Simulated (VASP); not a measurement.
# Mg2C3 (C2/m) in VASP: further runs

The runs below take Mg2C3 through relaxation of shape and atoms at fixed volume, single point, with PBEsol.

Everything below comes from runs of VASP 6.6.1. Logs are shortened: lines on timing, memory, paths and dates and some standing lists are left out, and cuts for length are marked.

**1. The cell of the first run**

It takes space group C2/m (No. 12, monoclinic). The conventional cell has a = 4.654 Å, b = 4.498 Å, c = 4.819 Å, α = 90.00°, β = 103.37°, γ = 90.00°. Mg (site symmetry m) has 9 C at 2.17 to 2.74 Å within 2.9 Å. Within 1.7 Å of C (site symmetry m) lie 1 C at 1.31 Å. Within 1.7 Å of C (site symmetry 2/m) lie 2 C at 1.31 Å.

**2. Relaxation of shape and atoms at fixed volume, PBEsol (volume scaled by 0.91)**

Contents of INCAR:

```
  PREC = Accurate
  ENCUT = 600
  EDIFF = 1E-6
  ISMEAR = 0
  SIGMA = 0.02
  LREAL = F
  LASPH = T
  NELM = 80
  ALGO = Normal
  ISIF = 4
  LWAVE = F
  LCHARG = F
  GGA = PS
  IBRION = 2
  NSW = 50
  EDIFFG = -0.01
```

Contents of KPOINTS:

```
Automatic mesh
0
Gamma
  8 8 6
```

Contents of POSCAR:

```
Mg2C3
1.0
    2.3269530975     -2.2487854568      0.0167113816
    2.3269530975      2.2487854568      0.0167113816
   -1.1484433689      0.0000000000      4.6806264103
Mg C
2 3
Direct
    0.8085130078      0.8085130078      0.2017959147
    0.1914869922      0.1914869922      0.7982040853
    0.2974967844      0.2974967844      0.2616501727
    0.7025032156      0.7025032156      0.7383498273
    0.5000000000      0.5000000000      0.5000000000
```

Potentials or basis: VASP PAW PBE potentials, release 64 (Mg, C).

On the command line:

```
cat potpaw_PBE.64/Mg/POTCAR potpaw_PBE.64/C/POTCAR > POTCAR
mpirun -np 1 vasp_std > vasp.out
```

OUTCAR:

```text
PREC = Accurate
   ENCUT = 600
   EDIFF = 1E-6
   ISMEAR = 0
   LREAL = F
   LASPH = T
   NELM = 80
   ISIF = 4
   GGA = PS
   IBRION = 2
   NSW = 50
   EDIFFG = -0.01

 ion  position               nearest neighbor table
   1  0.809  0.809  0.202-   4 2.17   3 2.23   5 2.25   3 2.27   3 2.27   3 2.46   5 2.71   5 2.71
                             4 2.74   2 2.93   2 2.94   2 2.94   2 3.01   2 3.07
   2  0.191  0.191  0.798-   3 2.17   4 2.23   5 2.25   4 2.27   4 2.27   4 2.46   5 2.71   5 2.71
                             3 2.74   1 2.93   1 2.94   1 2.94   1 3.01   1 3.07
   3  0.297  0.297  0.262-   5 1.31   2 2.17   1 2.23   1 2.27   1 2.27   1 2.46   2 2.74
   4  0.703  0.703  0.738-   5 1.31   1 2.17   2 2.23   2 2.27   2 2.27   2 2.46   1 2.74
   5  0.500  0.500  0.500-   3 1.31   4 1.31   1 2.25   2 2.25   2 2.71   2 2.71   1 2.71   1 2.71

  LATTYP: Found a base centered monoclinic cell.
 ALAT       =     4.6540262089
 B/A-ratio  =     0.9663828074
 C/A-ratio  =     1.0355461825
 COS(beta)  =    -0.2313122583

  Lattice vectors:

 A1 = (   2.3269530975,  -2.2487854568,   0.0167113816)
 A2 = (   2.3269530975,   2.2487854568,   0.0167113816)
 A3 = (  -1.1484433689,   0.0000000000,   4.6806264103)

Analysis of symmetry for initial positions (statically):
=====================================================================
 Subroutine PRICEL returns:
 Original cell was already a primitive cell.

 Routine SETGRP: Setting up the symmetry group for a
 base centered monoclinic supercell.

 Subroutine GETGRP returns: Found  4 space group operations
 (whereof  4 operations were pure point group operations)
 out of a pool of  4 trial point group operations.

The static configuration has the point symmetry C_2h.

Analysis of symmetry for dynamics (positions and initial velocities):
=====================================================================
 Subroutine PRICEL returns:
 Original cell was already a primitive cell.

 Routine SETGRP: Setting up the symmetry group for a
 base centered monoclinic supercell.

 Subroutine GETGRP returns: Found  4 space group operations
 (whereof  4 operations were pure point group operations)
 out of a pool of  4 trial point group operations.

The dynamic configuration has the point symmetry C_2h.

 Subroutine INISYM returns: Found  4 space group operations
 (whereof  4 operations are pure point group operations),
 and found     1 'primitive' translations

----------------------------------------------------------------------------------------

                                     Primitive cell

  volume of cell :      49.0721

[... 128 lines left out ...]
  energy-cutoff  :      600.00
  volume of cell :       49.07
 maximum number of plane-waves:      1663
 NGX is ok and might be reduce to    28
   NGX = 13   NGY = 13   NGZ = 19

--------------------------------------- Ionic step        1  -------------------------------------------

 number of electron      16.0000000 magnetization

 Free energy of the ion-electron system (eV)
  ---------------------------------------------------
  ext. energy  EPLUGINS =         0.00000000
  ---------------------------------------------------
  free energy    TOTEN  =       -31.16369329 eV

  energy without entropy =      -31.16369329  energy(sigma->0) =      -31.16369329

------------------------ aborting loop because EDIFF is reached ----------------------------------------

  FORCE on cell =-STRESS in cart. coord.  units (eV):
  Direction    XX          YY          ZZ          XY          YZ          ZX
  --------------------------------------------------------------------------------------
  -------------------------------------------------------------------------------------
  Total        4.1497434      3.6480317      5.1754108      0.0000000      0.0000000      0.9595085
  in kB      135.4869919    119.1063639    168.9745046      0.0000000      0.0000000     31.3274596
  external PRESSURE =     141.1892868 kB  Pullay stress =       0.0000000 kB
[... 98 lines left out ...]
  FREE ENERGIE OF THE ION-ELECTRON SYSTEM (eV)
  ---------------------------------------------------
  free  energy   TOTEN  =       -31.1715162793 eV

  energy  without entropy=      -31.1715162793  energy(sigma->0) =      -31.17151628

[... ionic steps 4 to 17 ...]

--------------------------------------- Ionic step       18  -------------------------------------------

 number of electron      15.9999999 magnetization

------------------------ aborting loop because EDIFF is reached ----------------------------------------
[... 73 lines left out ...]
--------------------------------------- Ionic step       20  -------------------------------------------

 number of electron      15.9999999 magnetization

 Free energy of the ion-electron system (eV)
  ---------------------------------------------------
  ext. energy  EPLUGINS =         0.00000000
  ---------------------------------------------------
  free energy    TOTEN  =       -31.17198420 eV

  energy without entropy =      -31.17198420  energy(sigma->0) =      -31.17198420

 E-fermi :   5.3690     XC(G=0): -11.0209

 val. band max:        5.2561285240   @ k =   0.1250   0.1250   0.3333
 cond. band min:       7.0218777971   @ k =   0.5000   0.5000  -0.0000
 fundamental gap:      1.7657492731
 Fermi energy:         5.3690461980

 k-point     1 :       0.0000    0.0000    0.0000
  band No.  band energies     occupation
      1     -11.1662      2.00000
      2      -6.9607      2.00000
      3      -2.4094      2.00000
      4       1.0830      2.00000
      5       1.9287      2.00000
      6       2.4128      2.00000
      7       3.6701      2.00000
      8       4.4872      2.00000
      9       9.0645      0.00000
     10       9.2853      0.00000
     11       9.6309      0.00000
     12      13.2312      0.00000
[... 331 lines left out ...]
 k-point    24 :       0.2500   -0.0000    0.1667
  band No.  band energies     occupation
      1     -10.7280      2.00000
      2      -7.1278      2.00000
      3      -1.3105      2.00000
      4      -0.8012      2.00000
      5       1.0657      2.00000
      6       1.8800      2.00000
      7       3.9975      2.00000
      8       4.7957      2.00000
      9       8.5851      0.00000
     10       9.6829      0.00000
     11      10.3354      0.00000
     12      13.5084      0.00000

 [... further k-points ...]
[... 5 lines left out ...]
  --------------------------------------------------------------------------------------
  -------------------------------------------------------------------------------------
  Total        3.8554213      3.8426201      3.8681952      0.0000000      0.0000000      0.0030644
  in kB      125.8775280    125.4595741    126.2945886      0.0000000      0.0000000      0.1000503
  external PRESSURE =     125.8772302 kB  Pullay stress =       0.0000000 kB
[... 20 lines left out ...]
  FREE ENERGIE OF THE ION-ELECTRON SYSTEM (eV)
  ---------------------------------------------------
  free  energy   TOTEN  =       -31.1719841978 eV

  energy  without entropy=      -31.1719841978  energy(sigma->0) =      -31.17198420

 reached required accuracy - stopping structural energy minimisation
```

It took 8 min on 1 thread of Intel Xeon 6975P-C, shared host; peak memory 0.24 GiB.

Results:

| Property | Result |
| --- | --- |
| Free energy | -31.1720 eV |
| Energy gained by relaxing | 1.7 meV/atom |
| Ionic steps | 20 |
| Pressure after relaxing | 12.6 GPa |
| Band gap on the k mesh | 1.77 eV, indirect (least direct gap 2.66 eV) |

Forces on the atoms (eV/Å):
```
Mg   0.000  0.000  0.000
Mg   0.000  0.000  0.000
C   -0.002  0.000  0.001
C    0.002  0.000 -0.001
C    0.000  0.000  0.000
```

The path:
```tsv
step	energy change (eV)	largest force (eV/Å)	pressure (GPa)	volume (Å³)
1	0.0000	0.6806	14.12	49.07
2	0.0919	2.3155	8.05	49.07
3	-0.0078	0.0550	12.61	49.07
4	-0.0078	0.0548	12.67	49.07
5	-0.0078	0.0544	12.69	49.07
6	-0.0081	0.0235	12.64	49.07
7	-0.0081	0.0147	12.62	49.07
8	-0.0082	0.0235	12.54	49.07
9	-0.0082	0.0261	12.53	49.07
10	-0.0082	0.0228	12.55	49.07
11	-0.0082	0.0142	12.57	49.07
12	-0.0082	0.0324	12.64	49.07
13	-0.0082	0.0154	12.60	49.07
14	-0.0082	0.0148	12.59	49.07
15	-0.0083	0.0121	12.58	49.07
16	-0.0083	0.0124	12.57	49.07
17	-0.0083	0.0276	12.54	49.07
18	-0.0083	0.0164	12.56	49.07
19	-0.0083	0.0153	12.62	49.07
20	-0.0083	0.0023	12.59	49.07
```

Final structure:
```xyz
5
Lattice="2.3301 -2.2463 0.0253 2.3301 2.2463 0.0253 -1.1325 0.0000 4.6755" Properties=species:S:1:pos:R:3 pbc="T T T"
Mg    3.5379    0.0000    0.9905
Mg   -0.0102    0.0000    3.7356
C     1.0821    0.0000    1.2360
C     2.4455    0.0000    3.4902
C     1.7638    0.0000    2.3631
```

Caveat: the cell differs from its parent crystal (volume scaled by 0.91); the PAW data sets were made with another functional, which shifts forces and pressure a little.

**3. Relaxation of shape and atoms at fixed volume, PBEsol (volume scaled by 1.10)**

Contents of INCAR:

```
  PREC = Accurate
  ENCUT = 600
  EDIFF = 1E-7
  ISMEAR = 0
  SIGMA = 0.02
  LREAL = False
  LASPH = True
  NELM = 100
  ALGO = Normal
  ISIF = 4
  LWAVE = False
  LCHARG = False
  GGA = PS
  IBRION = 2
  NSW = 50
  EDIFFG = -0.01
```

KPOINTS is that of step 2.

Contents of POSCAR:

```
Mg2C3
1.0
    2.4737433973     -2.4094272655     -0.0128223398
    2.4737433973      2.4094272655     -0.0128223398
   -1.2824818731      0.0000000000      4.9827241385
Mg C
2 3
Direct
    0.8102539747      0.8102539747      0.1969777131
    0.1897460253      0.1897460253      0.8030222869
    0.3030496404      0.3030496404      0.2636586258
    0.6969503596      0.6969503596      0.7363413742
    0.5000000000      0.5000000000      0.5000000000
```

Potentials or basis: VASP PAW PBE potentials, release 64 (Mg, C).

On the command line:

```
cat potpaw_PBE.64/Mg/POTCAR potpaw_PBE.64/C/POTCAR > POTCAR
mpirun -np 1 vasp_std > vasp.out
```

Run time: 9.3 min. Hardware: 1 thread of Intel Xeon 6975P-C, shared host; peak memory 0.26 GiB.

The run converged. Its results:

| Property | Result |
| --- | --- |
| Free energy | -31.1858 eV |
| Energy gained by relaxing | 1.9 meV/atom |
| Ionic steps | 15 |
| Pressure after relaxing | -8.9 GPa |
| Largest force after relaxing | 0.009 eV/Å |
| Band gap on the k mesh | 1.42 eV, indirect (least direct gap 2.09 eV) |

Forces on the atoms (eV/Å):
```
Mg  -0.007  0.000 -0.005
Mg   0.007  0.000  0.005
C    0.005  0.000  0.006
C   -0.005  0.000 -0.006
C    0.000  0.000  0.000
```

The path:
```csv
step,energy change (eV),largest force (eV/Å),pressure (GPa),volume (Å³)
1,0.0000,0.5942,-10.33,59.32
2,0.0628,2.1037,-5.02,59.32
3,-0.0078,0.0683,-9.11,59.32
4,-0.0078,0.0687,-9.08,59.32
5,-0.0083,0.0503,-9.05,59.32
6,-0.0086,0.0170,-8.96,59.32
7,-0.0088,0.0132,-8.95,59.32
8,-0.0089,0.0238,-8.93,59.32
9,-0.0091,0.0263,-8.89,59.32
10,-0.0091,0.0359,-8.84,59.32
11,-0.0092,0.0154,-8.90,59.32
12,-0.0092,0.0186,-8.92,59.32
13,-0.0092,0.0174,-8.92,59.32
14,-0.0092,0.0139,-8.92,59.32
15,-0.0093,0.0092,-8.91,59.32
```

Final structure:
```
CELL_PARAMETERS angstrom
2.46623 -2.41175 -0.02925
2.46623 2.41175 -0.02925
-1.31136 0.00000 5.00198
ATOMIC_POSITIONS crystal
Mg 0.81128 0.81128 0.19393
Mg 0.18872 0.18872 0.80607
C 0.30615 0.30615 0.26307
C 0.69385 0.69385 0.73693
C 0.50000 0.50000 0.50000
```

Levels at points of the mesh, in eV from the valence-band top:
| k point | band 4 | band 5 | band 6 | band 7 | band 8 | band 9 | band 10 | band 11 | band 12 |
| --- | --- | --- | --- | --- | --- | --- | --- | --- | --- |
| (0.00, 0.00, 0.00) | -4.08 | -3.44 | -3.08 | -1.42 | -0.70 | 2.52 | 3.22 | 4.09 | 6.65 |
| (0.50, 0.00, 0.00) | -5.22 | -4.72 | -3.28 | -3.13 | -0.14 | 2.99 | 4.22 | 5.51 | 5.77 |
| (0.50, 0.50, 0.00) | -5.65 | -5.33 | -3.78 | -2.46 | -1.22 | 1.49 | 1.52 | 2.81 | 5.27 |
| (0.00, 0.00, 0.50) | -4.44 | -3.84 | -3.61 | -0.99 | 0.00 | 3.08 | 3.17 | 3.43 | 5.44 |
| (0.50, 0.00, 0.50) | -6.30 | -4.08 | -3.25 | -1.45 | -0.23 | 1.86 | 3.80 | 5.18 | 5.85 |
| (0.50, 0.50, 0.50) | -5.68 | -5.10 | -3.97 | -2.92 | -2.01 | 1.81 | 2.75 | 5.17 | 5.59 |

Caveat: the cell differs from its parent crystal (volume scaled by 1.10); the PAW data sets were made with another functional, which shifts forces and pressure a little. A k mesh can miss the band edges.

**4. Single point, PBEsol (volume scaled by 0.94, then relaxed in part)**

Contents of INCAR:

```
SYSTEM = Mg2C3
ALGO = Normal
EDIFF = 1E-6
ENCUT = 520
GGA = PS
ISIF = 2
ISMEAR = 0
LASPH = .TRUE.
LCHARG = .TRUE.
LELF = .TRUE.
LREAL = .FALSE.
LVHAR = .TRUE.
LWAVE = .FALSE.
NBANDS = 16
NELM = 60
PREC = Accurate
SIGMA = 0.02
```

Contents of KPOINTS:

```
k-points
0
G
  8 8 6
  0 0 0
```

Contents of POSCAR:

```
Mg2C3
1.0
    2.3522480477     -2.2732306921      0.0168930413
    2.3522480477      2.2732306921      0.0168930413
   -1.1609274270      0.0000000000      4.7315067706
Mg C
2 3
Direct
    0.8085130078      0.8085130078      0.2017959147
    0.1914869922      0.1914869922      0.7982040853
    0.2974967844      0.2974967844      0.2616501727
    0.7025032156      0.7025032156      0.7383498273
    0.5000000000      0.5000000000      0.5000000000
```

On the command line:

```
cat potpaw_PBE.64/Mg/POTCAR potpaw_PBE.64/C/POTCAR > POTCAR
mpirun -np 1 vasp_std > vasp.out
```

It took 43 s on 1 thread of Intel Xeon 6975P-C, shared host; peak memory 0.21 GiB.

The run converged. Its results:

| Property | Result |
| --- | --- |
| Free energy | -31.2711 eV |
| Pressure | 7.9 GPa |
| Largest force | 0.059 eV/Å |
| Band gap on the k mesh | 1.75 eV, indirect (least direct gap 2.56 eV) |

Forces in eV/Å, atoms in the order of the input:
```
Mg   0.004  0.000  0.001
Mg  -0.004  0.000 -0.001
C   -0.035  0.000 -0.048
C    0.035  0.000  0.048
C    0.000  0.000  0.000
```

Stress tensor (GPa, compression positive):
```
7.82 0.00 0.32
0.00 7.70 0.00
0.32 0.00 8.12
```

Levels at points of the mesh, in eV from the valence-band top:
| k point | band 5 | band 6 | band 7 | band 8 | band 9 | band 10 | band 11 | band 12 |
| --- | --- | --- | --- | --- | --- | --- | --- | --- |
| (0.00, 0.00, 0.00) | -3.33 | -2.87 | -1.54 | -0.73 | 3.74 | 4.05 | 4.07 | 7.86 |
| (0.50, 0.00, 0.00) | -4.85 | -3.24 | -3.13 | -0.16 | 2.93 | 4.87 | 6.78 | 7.25 |
| (0.50, 0.50, 0.00) | -5.49 | -3.73 | -2.41 | -1.21 | 1.75 | 2.28 | 3.32 | 5.69 |
| (0.00, 0.00, 0.50) | -3.78 | -3.52 | -0.96 | 0.00 | 3.18 | 3.42 | 4.78 | 5.92 |
| (0.50, 0.00, 0.50) | -4.10 | -3.08 | -1.24 | -0.25 | 2.31 | 3.87 | 6.21 | 7.16 |
| (0.50, 0.50, 0.50) | -5.19 | -3.94 | -3.08 | -2.15 | 2.17 | 3.92 | 5.73 | 7.19 |

Caveat: the cell differs from its parent crystal (volume scaled by 0.94, then relaxed in part); the PAW data sets were made with another functional, which shifts forces and pressure a little. A k mesh can miss the band edges.

**5. Overview**

```tsv
task	cell	cutoff (eV)	gap on the mesh (eV)	pressure (GPa)	largest force (eV/Å)
relaxation of shape and atoms at fixed volume	relaxed from a = 3.236, b = 3.236, c = 4.819 Å, angles 99.6, 99.6, 88.0°, 5 atoms	600	1.77	12.6	-
relaxation of shape and atoms at fixed volume	relaxed from a = 3.453, b = 3.453, c = 5.145 Å, angles 100.5, 100.5, 88.5°, 5 atoms	600	1.42	-8.9	0.01
single point	a = 3.271, b = 3.271, c = 4.872 Å, angles 99.6, 99.6, 88.0°, 5 atoms	520	1.75	7.9	0.06
```

Alike in all rows: level PBEsol; potentials or basis VASP PAW PBE potentials, release 64 (Mg, C); no spin polarisation; k mesh 8 × 8 × 6; smearing gaussian 0.02 eV.

Caveats: the PAW data sets were made with another functional, which shifts forces and pressure a little.

Total energies depend on the potentials used, so only differences within one code and one set of settings carry meaning.
